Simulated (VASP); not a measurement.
# Pt (Fm-3m) in VASP: further runs, part 2 of 3

VASP 6.6.1. Earlier steps stand in the parts before.

### 3 Relaxation of cell and atoms, PBE

This run uses another cell than the first one, of 15.61 Å³/atom.

Input file INCAR:

```
PREC     = Accurate       # precision mode
ENCUT    = 600            # plane-wave cutoff, eV
EDIFF    = 1E-6           # SCF threshold, eV
ISMEAR   = 0              # smearing method
SIGMA    = 0.1            # smearing width, eV
LREAL    = False          # projectors in reciprocal space
LASPH    = True           # aspherical terms in the spheres
NELM     = 80             # most SCF steps
ALGO     = Normal         # electronic algorithm
ISIF     = 3              # what is computed and relaxed
LWAVE    = False          # write WAVECAR
LCHARG   = False          # write CHGCAR
GGA      = PE             # functional
IBRION   = 2              # ionic algorithm
NSW      = 100            # ionic steps
EDIFFG   = -0.005         # ionic threshold
```

Input file KPOINTS:

```
Automatic mesh
0
Gamma
  18 18 18
```

Input file POSCAR:

```
Pt
1.0
    0.0000000000      1.9836737139      1.9836737139
    1.9836737139      0.0000000000      1.9836737139
    1.9836737139      1.9836737139      0.0000000000
Pt
1
Direct
    0.0000000000      0.0000000000      0.0000000000
```

Potentials or basis: VASP PAW PBE potentials, release 64 (Pt).

On the command line:

```sh
$ cat potpaw_PBE.64/Pt/POTCAR > POTCAR
$ mpirun -np 1 vasp_std > vasp.out
```

OUTCAR:

```text
PREC = Accurate
   ENCUT = 600
   EDIFF = 1E-6
   ISMEAR = 0
   LREAL = False
   LASPH = True
   NELM = 80
   ISIF = 3
   GGA = PE
   IBRION = 2
   NSW = 100
   EDIFFG = -0.005

 ion  position               nearest neighbor table
   1  0.000  0.000  0.000-

  LATTYP: Found a face centered cubic cell.
 ALAT       =     3.9673474278

  Lattice vectors:

 A1 = (   0.0000000000,   1.9836737139,   1.9836737139)
 A2 = (   1.9836737139,   0.0000000000,   1.9836737139)
 A3 = (   1.9836737139,   1.9836737139,   0.0000000000)

Analysis of symmetry for initial positions (statically):
=====================================================================
 Subroutine PRICEL returns:
 Original cell was already a primitive cell.

 Routine SETGRP: Setting up the symmetry group for a
 face centered cubic supercell.

 Subroutine GETGRP returns: Found 48 space group operations
 (whereof 48 operations were pure point group operations)
 out of a pool of 48 trial point group operations.

The static configuration has the point symmetry O_h .

Analysis of symmetry for dynamics (positions and initial velocities):
=====================================================================
 Subroutine PRICEL returns:
 Original cell was already a primitive cell.

 Routine SETGRP: Setting up the symmetry group for a
 face centered cubic supercell.

 Subroutine GETGRP returns: Found 48 space group operations
 (whereof 48 operations were pure point group operations)
 out of a pool of 48 trial point group operations.

The dynamic configuration has the point symmetry O_h .

 Subroutine INISYM returns: Found 48 space group operations
 (whereof 48 operations are pure point group operations),
 and found     1 'primitive' translations

----------------------------------------------------------------------------------------

                                     Primitive cell

  volume of cell :      15.6114

  direct lattice vectors                    reciprocal lattice vectors
     0.000000000  1.983673714  1.983673714    -0.252057582  0.252057582  0.252057582
     1.983673714  0.000000000  1.983673714     0.252057582 -0.252057582  0.252057582
     1.983673714  1.983673714  0.000000000     0.252057582  0.252057582 -0.252057582

  length of vectors
     2.805338270  2.805338270  2.805338270     0.436576539  0.436576539  0.436576539

  position of ions in fractional coordinates (direct lattice)
     0.000000000  0.000000000  0.000000000

  ion indices of the primitive-cell ions
   primitive index   ion index
                 1           1

----------------------------------------------------------------------------------------

 KPOINTS: Automatic mesh

Automatic generation of k-mesh.
 Grid dimensions read from file:
 generate k-points for:   18   18   18

 Generating k-lattice:

  Cartesian coordinates                     Fractional coordinates (reciprocal lattice)
    -0.014003199  0.014003199  0.014003199     0.055555556  0.000000000  0.000000000
     0.014003199 -0.014003199  0.014003199     0.000000000  0.055555556  0.000000000
     0.014003199  0.014003199 -0.014003199     0.000000000  0.000000000  0.055555556

  Length of vectors
     0.024254252  0.024254252  0.024254252
[... 43 lines left out ...]
   NGXF,Y,Z  is equivalent  to a cutoff of  28.45, 28.45, 28.45 a.u.
 SYSTEM =  unknown system
   PREC   = accura    normal or accurate (medium, high low for compatibility)
   ISTART =      0    job   : 0-new  1-cont  2-samecut
   ICHARG =      2    charge: 1-file 2-atom 10-const
   ISPIN  =      1    spin polarized calculation?
   LNONCOLLINEAR =      F non collinear calculations
   LSORBIT =      F    spin-orbit coupling
   LASPH  =      T    aspherical Exc in radial PAW
   ENCUT  =  600.0 eV  44.10 Ry    6.64 a.u.   5.60  5.60  5.60*2*pi/ulx,y,z
   NELM   =     80;   NELMIN=  2; NELMDL= -5     # of ELM steps
   EDIFF  = 0.1E-05   stopping-criterion for ELM
   LREAL  =      F    real-space projection
   EDIFFG = -.5E-02   stopping-criterion for IOM
   NSW    =    100    number of steps for IOM
   IBRION =      2    ionic relax: 0-MD 1-quasi-New 2-CG
   NFREE  =      1    steps in history (QN), initial steepest desc. (CG)
   ISIF   =      3    stress and relaxation
   ISYM   =      2    0-nonsym 1-usesym 2-fastsym
   POTIM  = 0.5000    time-step for ionic-motion
   TEBEG  =    0.0;   TEEND  =   0.0 temperature during run
   PSTRESS=    0.0 pullay stress
   NELECT =      10.0000    total number of electrons
   NUPDOWN=      -1.0000    fix difference up-down
   EMIN   =  10.00;   EMAX   =-10.00  energy-range for DOS
   EFERMI =   0.00;   METHOD = LEGACY
   ISMEAR =     0;   SIGMA  =   0.10  broadening in eV -4-tet -1-fermi 0-gaus
   EFERMI_NEDOS =   21; number of points for ismear=-14 and -15
   IALGO  =     38    algorithm
   IMIX   =      4    mixing-type and parameters
     AMIX     =   0.40;   BMIX     =  1.00
     AMIX_MAG =   1.60;   BMIX_MAG =  1.00
  volume/ion in A,a.u.               =      15.61       105.35
  Fermi-wavevector in a.u.,A,eV,Ry     =   1.411220  2.666818 27.096556  1.991541
  Thomas-Fermi vector in A             =   2.533093
   LORBIT       =      0    0 simple, 1 ext, 2 COOP (PROOUT), +10 PAW based schemes
   GGA     = PE    functional components
   LHFCALC =     F    Hartree Fock is set to
   AEXX    =    0.0000 exact exchange contribution
   IVDW    =     0    specifies the selected vdW correction
   LEPSILON=     F    determine dielectric tensor
   LRPA    =     F    only Hartree local field effects (RPA)
 conjugate gradient relaxation of ions
 non-spin polarized calculation
 Gauss-broadening in eV      SIGMA  =   0.10
  energy-cutoff  :      600.00
  volume of cell :       15.61
 maximum number of plane-waves:       544
   NGX = 11   NGY = 11   NGZ = 11

--------------------------------------- Ionic step        1  -------------------------------------------

 number of electron      10.0000002 magnetization

 Free energy of the ion-electron system (eV)
  ---------------------------------------------------
  ext. energy  EPLUGINS =         0.00000000
  ---------------------------------------------------
  free energy    TOTEN  =        -6.10024094 eV

  energy without entropy =       -6.08900133  energy(sigma->0) =       -6.09462113

------------------------ aborting loop because EDIFF is reached ----------------------------------------

  FORCE on cell =-STRESS in cart. coord.  units (eV):
  Direction    XX          YY          ZZ          XY          YZ          ZX
  --------------------------------------------------------------------------------------
  -------------------------------------------------------------------------------------
  Total        0.0113356      0.0113356      0.0113356      0.0000000      0.0000000      0.0000000
  in kB        1.1633615      1.1633615      1.1633615      0.0000000      0.0000000      0.0000000
  external PRESSURE =       1.1633615 kB  Pullay stress =       0.0000000 kB
[... 57 lines left out ...]
--------------------------------------- Ionic step        3  -------------------------------------------

 number of electron      10.0000002 magnetization

 Free energy of the ion-electron system (eV)
  ---------------------------------------------------
  ext. energy  EPLUGINS =         0.00000000
  ---------------------------------------------------
  free energy    TOTEN  =        -6.10024272 eV

  energy without entropy =       -6.08899505  energy(sigma->0) =       -6.09461889

 E-fermi :  10.6031     XC(G=0): -13.2810

 val. band max:       10.6028420488   @ k =  -0.3333   0.3889   0.1111
 cond. band min:      10.6139673363   @ k =   0.4444   0.1111   0.0000
 fundamental gap:      0.0111252875
 Fermi energy:        10.6031407166

 k-point     1 :       0.0000    0.0000    0.0000
  band No.  band energies     occupation
      1       0.7758      2.00000
      2       7.0237      2.00000
      3       7.0237      2.00000
      4       7.0237      2.00000
      5       9.0570      2.00000
      6       9.0570      2.00000
      7      25.3351      0.00000
      8      30.1036      0.00000
      9      30.1036      0.00000
[... 265 lines left out ...]
 k-point    24 :      -0.2222    0.0556    0.0000
  band No.  band energies     occupation
      1       2.7652      2.00000
      2       6.5619      2.00000
      3       7.3970      2.00000
      4       7.4606      2.00000
      5       8.8809      2.00000
      6       9.5211      2.00000
      7      24.0917      0.00000
      8      27.0746      0.00000
      9      31.3022      0.00000

 [... further k-points ...]

------------------------ aborting loop because EDIFF is reached ----------------------------------------

  FORCE on cell =-STRESS in cart. coord.  units (eV):
  Direction    XX          YY          ZZ          XY          YZ          ZX
  --------------------------------------------------------------------------------------
  -------------------------------------------------------------------------------------
  Total       -0.0011718     -0.0011718     -0.0011718     -0.0000000      0.0000000      0.0000000
  in kB       -0.1202047     -0.1202047     -0.1202047     -0.0000000      0.0000000      0.0000000
  external PRESSURE =      -0.1202047 kB  Pullay stress =       0.0000000 kB
[... 16 lines left out ...]
  FREE ENERGIE OF THE ION-ELECTRON SYSTEM (eV)
  ---------------------------------------------------
  free  energy   TOTEN  =        -6.1002427237 eV

  energy  without entropy=       -6.0889950485  energy(sigma->0) =       -6.09461889

 reached required accuracy - stopping structural energy minimisation
```

It took 50 s on 1 thread of Intel Xeon 8259CL, shared host; peak memory 0.17 GiB.

What came out:

```
Free energy                           : -6.1002 eV
Relaxed volume                        : 15.62 Å³/atom
Relaxed cell                          : a = 2.806 Å, b = 2.806 Å, c = 2.806 Å, α = 60.00°, β = 60.00°, γ = 60.00°
Space group after relaxing (to 0.1 Å) : Fm-3m (No. 225)
Energy gained by relaxing             : 0.0 meV/atom
Ionic steps                           : 3
Pressure after relaxing               : 0.0 GPa
Band gap on the k mesh                : zero (bands 5 and 6 overlap by 2.10 eV)
```

Final structure:
```xyz
1
Lattice="0.0000 1.9840 1.9840 1.9840 0.0000 1.9840 1.9840 1.9840 0.0000" Properties=species:S:1:pos:R:3 pbc="T T T"
Pt    0.0000    0.0000    0.0000
```

Levels at points of the mesh, in eV from the Fermi level:
```csv
k point,band 1,band 2,band 3,band 4,band 5,band 6,band 7,band 8,band 9
"(0.00, 0.00, 0.00)",-9.83,-3.58,-3.58,-3.58,-1.55,-1.55,14.73,19.50,19.50
"(0.50, 0.00, 0.00)",-6.97,-3.64,-3.64,-0.33,0.03,0.03,5.58,14.29,18.74
"(0.50, 0.50, 0.00)",-6.70,-6.26,0.00,0.45,0.45,1.85,8.51,11.28,11.28
```

Caveat: spin-orbit coupling is left out, which moves the levels of the heavy elements.

[end of part 2 of 3]
